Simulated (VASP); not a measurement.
# TaN (Fm-3m) in VASP: notebook

Aim: see how the results for TaN move with the level of theory and the settings. Levels: PBEsol, RPBE, revPBE. Tasks: single point.

Program: VASP 6.6.1. These are calculated values, not measurements. Logs are shortened: lines on timing, memory, paths and dates and some standing lists are left out, and cuts for length are marked.

## (1) The cell of the first run

It takes space group Fm-3m (No. 225, cubic). The conventional cell has a = 4.375 Å, b = 4.375 Å, c = 4.375 Å, α = 90.00°, β = 90.00°, γ = 90.00°. Ta (site symmetry m-3m) has 6 N at 2.19 Å within 2.9 Å. N (site symmetry m-3m) has 6 Ta at 2.19 Å within 2.9 Å.

## (2) Single point, PBEsol

INCAR reads:

```
ALGO = Normal ; EDIFF = 1E-6
ENCUT = 520 ; GGA = PS
ISIF = 2 ; ISMEAR = -1
LASPH = True ; LCHARG = False
LREAL = False ; LWAVE = False
NBANDS = 15 ; NELM = 80
PREC = Accurate ; SIGMA = 0.05
```

KPOINTS reads:

```
k-points
0
Gamma
  10 10 10
```

POSCAR reads:

```
TaN
1.0
    0.0000000000      2.1876274693      2.1876274693
    2.1876274693      0.0000000000      2.1876274693
    2.1876274693      2.1876274693      0.0000000000
Ta N
1 1
Direct
    0.5000000000      0.5000000000      0.5000000000
    0.0000000000      0.0000000000      0.0000000000
```

Potentials or basis: VASP PAW PBE potentials, release 64 (Ta_pv, N).

Run with:

```
> cat potpaw_PBE.64/Ta_pv/POTCAR potpaw_PBE.64/N/POTCAR > POTCAR
> mpirun -np 1 vasp_std > vasp.out
```

OUTCAR:

```text
EDIFF = 1E-6
   ENCUT = 520
   GGA = PS
   ISIF = 2
   ISMEAR = -1
   LASPH = True
   LREAL = False
   NELM = 80
   PREC = Accurate

 ion  position               nearest neighbor table
   1  0.500  0.500  0.500-   2 2.19   2 2.19   2 2.19   2 2.19   2 2.19   2 2.19
   2  0.000  0.000  0.000-   1 2.19   1 2.19   1 2.19   1 2.19   1 2.19   1 2.19

  LATTYP: Found a face centered cubic cell.
 ALAT       =     4.3752549386

  Lattice vectors:

 A1 = (   0.0000000000,   2.1876274693,   2.1876274693)
 A2 = (   2.1876274693,   0.0000000000,   2.1876274693)
 A3 = (   2.1876274693,   2.1876274693,   0.0000000000)

Analysis of symmetry for initial positions (statically):
=====================================================================
 Subroutine PRICEL returns:
 Original cell was already a primitive cell.

 Routine SETGRP: Setting up the symmetry group for a
 face centered cubic supercell.

 Subroutine GETGRP returns: Found 48 space group operations
 (whereof 48 operations were pure point group operations)
 out of a pool of 48 trial point group operations.

The static configuration has the point symmetry O_h .

Analysis of symmetry for dynamics (positions and initial velocities):
=====================================================================
 Subroutine PRICEL returns:
 Original cell was already a primitive cell.

 Routine SETGRP: Setting up the symmetry group for a
 face centered cubic supercell.

 Subroutine GETGRP returns: Found 48 space group operations
 (whereof 48 operations were pure point group operations)
 out of a pool of 48 trial point group operations.

The dynamic configuration has the point symmetry O_h .

 Subroutine INISYM returns: Found 48 space group operations
 (whereof 48 operations are pure point group operations),
 and found     1 'primitive' translations

----------------------------------------------------------------------------------------

                                     Primitive cell

  volume of cell :      20.9387

  direct lattice vectors                    reciprocal lattice vectors
     0.000000000  2.187627469  2.187627469    -0.228558110  0.228558110  0.228558110
     2.187627469  0.000000000  2.187627469     0.228558110 -0.228558110  0.228558110
     2.187627469  2.187627469  0.000000000     0.228558110  0.228558110 -0.228558110

  length of vectors
     3.093772437  3.093772437  3.093772437     0.395874259  0.395874259  0.395874259

  position of ions in fractional coordinates (direct lattice)
     0.500000000  0.500000000  0.500000000
     0.000000000  0.000000000  0.000000000

  ion indices of the primitive-cell ions
   primitive index   ion index
                 1           1
                 2           2

----------------------------------------------------------------------------------------

 KPOINTS: k-points

Automatic generation of k-mesh.
 Grid dimensions read from file:
 generate k-points for:   10   10   10

 Generating k-lattice:

  Cartesian coordinates                     Fractional coordinates (reciprocal lattice)
    -0.022855811  0.022855811  0.022855811     0.100000000  0.000000000  0.000000000
     0.022855811 -0.022855811  0.022855811     0.000000000  0.100000000  0.000000000
     0.022855811  0.022855811 -0.022855811     0.000000000  0.000000000  0.100000000

  Length of vectors
     0.039587426  0.039587426  0.039587426

  Shift w.r.t. Gamma in fractional coordinates (k-lattice)
     0.000000000  0.000000000  0.000000000

 Subroutine IBZKPT returns following result:
 ===========================================

 Found     47 irreducible k-points:

 Following reciprocal coordinates:
            Coordinates               Weight
  0.000000  0.000000  0.000000      1.000000
  0.100000  0.000000  0.000000      8.000000
  0.200000  0.000000  0.000000      8.000000
  0.300000  0.000000  0.000000      8.000000
  0.400000  0.000000  0.000000      8.000000
  0.500000  0.000000  0.000000      4.000000
[... 16 lines left out ...]
  0.300000  0.300000  0.000000      6.000000
  0.400000  0.300000  0.000000     24.000000
 [... further k-points ...]
   k-points           NKPTS =     47   k-points in BZ     NKDIM =     47   number of bands    NBANDS=     15
   number of dos      NEDOS =    301   number of ions     NIONS =      2
   total plane-waves  NPLWV =  13824
   dimension x,y,z NGX =    24 NGY =   24 NGZ =   24
   dimension x,y,z NGXF=    48 NGYF=   48 NGZF=   48
   ions per type =               1   1
   NGX,Y,Z   is equivalent  to a cutoff of  12.90, 12.90, 12.90 a.u.
   NGXF,Y,Z  is equivalent  to a cutoff of  25.79, 25.79, 25.79 a.u.
 SYSTEM =  unknown system
   PREC   = accura    normal or accurate (medium, high low for compatibility)
   ISTART =      0    job   : 0-new  1-cont  2-samecut
   ICHARG =      2    charge: 1-file 2-atom 10-const
   ISPIN  =      1    spin polarized calculation?
   LNONCOLLINEAR =      F non collinear calculations
   LSORBIT =      F    spin-orbit coupling
   LASPH  =      T    aspherical Exc in radial PAW
   ENCUT  =  520.0 eV  38.22 Ry    6.18 a.u.   5.75  5.75  5.75*2*pi/ulx,y,z
   NELM   =     80;   NELMIN=  2; NELMDL= -5     # of ELM steps
   EDIFF  = 0.1E-05   stopping-criterion for ELM
   LREAL  =      F    real-space projection
   EDIFFG = 0.1E-04   stopping-criterion for IOM
   NSW    =      0    number of steps for IOM
   IBRION =     -1    ionic relax: 0-MD 1-quasi-New 2-CG
   NFREE  =      0    steps in history (QN), initial steepest desc. (CG)
   ISIF   =      2    stress and relaxation
   ISYM   =      2    0-nonsym 1-usesym 2-fastsym
   POTIM  = 0.5000    time-step for ionic-motion
   TEBEG  =    0.0;   TEEND  =   0.0 temperature during run
   PSTRESS=    0.0 pullay stress
   NELECT =      16.0000    total number of electrons
   NUPDOWN=      -1.0000    fix difference up-down
   EMIN   =  10.00;   EMAX   =-10.00  energy-range for DOS
   EFERMI =   0.00;   METHOD = LEGACY
   ISMEAR =    -1;   SIGMA  =   0.05  broadening in eV -4-tet -1-fermi 0-gaus
   EFERMI_NEDOS =   21; number of points for ismear=-14 and -15
   IALGO  =     38    algorithm
   IMIX   =      4    mixing-type and parameters
     AMIX     =   0.40;   BMIX     =  1.00
     AMIX_MAG =   1.60;   BMIX_MAG =  1.00
  volume/ion in A,a.u.               =      10.47        70.65
  Fermi-wavevector in a.u.,A,eV,Ry     =   1.496689  2.828331 30.478096  2.240077
  Thomas-Fermi vector in A             =   2.608673
   LORBIT       =      0    0 simple, 1 ext, 2 COOP (PROOUT), +10 PAW based schemes
   GGA     = PS    functional components
   LHFCALC =     F    Hartree Fock is set to
   AEXX    =    0.0000 exact exchange contribution
   IVDW    =     0    specifies the selected vdW correction
   LEPSILON=     F    determine dielectric tensor
   LRPA    =     F    only Hartree local field effects (RPA)
 non-spin polarized calculation
  energy-cutoff  :      520.00
  volume of cell :       20.94
 maximum number of plane-waves:       588
   NGX = 11   NGY = 11   NGZ = 11

 number of electron      16.0000001 magnetization

 Free energy of the ion-electron system (eV)
  ---------------------------------------------------
  ext. energy  EPLUGINS =         0.00000000
  ---------------------------------------------------
  free energy    TOTEN  =       -23.22715145 eV

  energy without entropy =      -23.22124127  energy(sigma->0) =      -23.22419636

 E-fermi :   9.5765     XC(G=0): -13.6748

 val. band max:        9.5750651944   @ k =   0.0000   0.0000   0.0000
 cond. band min:       9.6158695830   @ k =  -0.3000   0.3000   0.1000
 fundamental gap:      0.0408043886
 Fermi energy:         9.5764509498

 k-point     1 :       0.0000    0.0000    0.0000
  band No.  band energies     occupation
      1     -26.1372      2.00000
      2     -26.1372      2.00000
      3     -26.1372      2.00000
      4      -9.3749      2.00000
      5       5.7248      2.00000
      6       5.7248      2.00000
      7       5.7248      2.00000
      8       7.3741      2.00000
      9       7.3741      2.00000
     10       7.3741      2.00000
     11       9.5751      1.01386
     12       9.5751      1.01386
     13      11.2326      0.00000
     14      18.9329      0.00000
     15      21.9309      0.00000

 k-point     2 :       0.1000    0.0000    0.0000
  band No.  band energies     occupation
      1     -26.2314      2.00000
      2     -26.1458      2.00000
      3     -26.1458      2.00000
      4      -9.1244      2.00000
      5       4.5898      2.00000
      6       4.9453      2.00000
      7       4.9453      2.00000
      8       7.7439      2.00000
      9       7.7439      2.00000
     10       7.8307      2.00000
     11      10.5303      0.00000
     12      10.5303      0.00000
     13      11.9308      0.00000
     14      19.6843      0.00000
     15      21.9302      0.00000

 k-point     3 :       0.2000    0.0000    0.0000
  band No.  band energies     occupation
      1     -26.4700      2.00000
      2     -26.1678      2.00000
      3     -26.1678      2.00000
      4      -8.4416      2.00000
      5       2.7259      2.00000
      6       3.7181      2.00000
      7       3.7181      2.00000
      8       8.3962      2.00000
      9       8.5779      2.00000
     10       8.5779      2.00000
     11      12.4785      0.00000
     12      12.4785      0.00000
     13      13.3870      0.00000
     14      21.4307      0.00000
     15      21.9302      0.00000

 k-point     4 :       0.3000    0.0000    0.0000
  band No.  band energies     occupation
      1     -26.7507      2.00000
      2     -26.1949      2.00000
      3     -26.1949      2.00000
      4      -7.5101      2.00000
      5       0.9536      2.00000
      6       2.7111      2.00000
      7       2.7111      2.00000
      8       9.2335      1.99790
      9       9.7487      0.06179
     10       9.7487      0.06179
     11      14.5588      0.00000
     12      14.5954      0.00000
     13      14.5954      0.00000
     14      21.8208      0.00000
     15      22.1146      0.00000
[... 307 lines left out ...]
 k-point    22 :      -0.2000    0.2000    0.0000
  band No.  band energies     occupation
      1     -26.6999      2.00000
      2     -26.3699      2.00000
      3     -26.1851      2.00000
      4      -7.4311      2.00000
      5       0.8423      2.00000
      6       2.4381      2.00000
      7       3.2207      2.00000
      8       9.0993      1.99986
      9       9.4897      1.70025
     10      11.2765      0.00000
     11      11.8362      0.00000
     12      15.6665      0.00000
     13      16.2005      0.00000
     14      21.8685      0.00000
     15      22.4429      0.00000

 k-point    23 :       0.3000    0.3000    0.0000
  band No.  band energies     occupation
      1     -26.6786      2.00000
      2     -26.3364      2.00000
      3     -26.3364      2.00000
      4      -7.8975      2.00000
      5       1.2889      2.00000
      6       4.6320      2.00000
      7       4.6320      2.00000
      8       4.8571      2.00000
      9      10.8562      0.00000
     10      12.0388      0.00000
     11      12.0388      0.00000
     12      12.6200      0.00000
     13      18.0391      0.00000
     14      21.8840      0.00000
     15      22.7780      0.00000

 k-point    24 :       0.4000    0.3000    0.0000
  band No.  band energies     occupation
      1     -26.7863      2.00000
      2     -26.3955      2.00000
      3     -26.3679      2.00000
      4      -7.7611      2.00000
      5       1.5264      2.00000
      6       3.5824      2.00000
      7       4.3116      2.00000
      8       5.6116      2.00000
      9      11.7515      0.00000
     10      12.5597      0.00000
     11      12.6399      0.00000
     12      13.5909      0.00000
     13      18.1231      0.00000
     14      20.3503      0.00000
     15      21.9601      0.00000

 [... further k-points ...]

------------------------ aborting loop because EDIFF is reached ----------------------------------------

  FORCE on cell =-STRESS in cart. coord.  units (eV):
  Direction    XX          YY          ZZ          XY          YZ          ZX
  --------------------------------------------------------------------------------------
  -------------------------------------------------------------------------------------
  Total        0.1312084      0.1312084      0.1312084     -0.0000000      0.0000000     -0.0000000
  in kB       10.0397328     10.0397328     10.0397328     -0.0000000      0.0000000     -0.0000000
  external PRESSURE =      10.0397328 kB  Pullay stress =       0.0000000 kB

 VOLUME and BASIS-vectors are now :
 -----------------------------------------------------------------------------
  energy-cutoff  :      520.00
  volume of cell :       20.94
      direct lattice vectors                 reciprocal lattice vectors
     0.000000000  2.187627469  2.187627469    -0.228558110  0.228558110  0.228558110
     2.187627469  0.000000000  2.187627469     0.228558110 -0.228558110  0.228558110
     2.187627469  2.187627469  0.000000000     0.228558110  0.228558110 -0.228558110

 POSITION                                       TOTAL-FORCE (eV/Angst)
 -----------------------------------------------------------------------------------
      2.18763      2.18763      2.18763         0.000000     -0.000000      0.000000
      0.00000      0.00000      0.00000        -0.000000      0.000000     -0.000000
 -----------------------------------------------------------------------------------
    total drift:                                0.000000     -0.000000     -0.000000

  FREE ENERGIE OF THE ION-ELECTRON SYSTEM (eV)
  ---------------------------------------------------
  free  energy   TOTEN  =       -23.2271514533 eV

  energy  without entropy=      -23.2212412684  energy(sigma->0) =      -23.22419636
```

Wall time 9 s (1 thread of Intel Xeon 8259CL, shared host); peak memory 0.15 GiB.

What came out:

```yaml
Free_energy: -23.2272 eV
Pressure: 1.0 GPa
Band_gap_on_the_k_mesh: zero (band 8 reaches 11.50 eV, above the bottom of band 9 at 7.37 eV)
```

Caveat: the PAW data sets were made with another functional, which shifts forces and pressure a little; spin-orbit coupling is left out, which moves the levels of the heavy elements.

(Continued in part 2 of 2.)
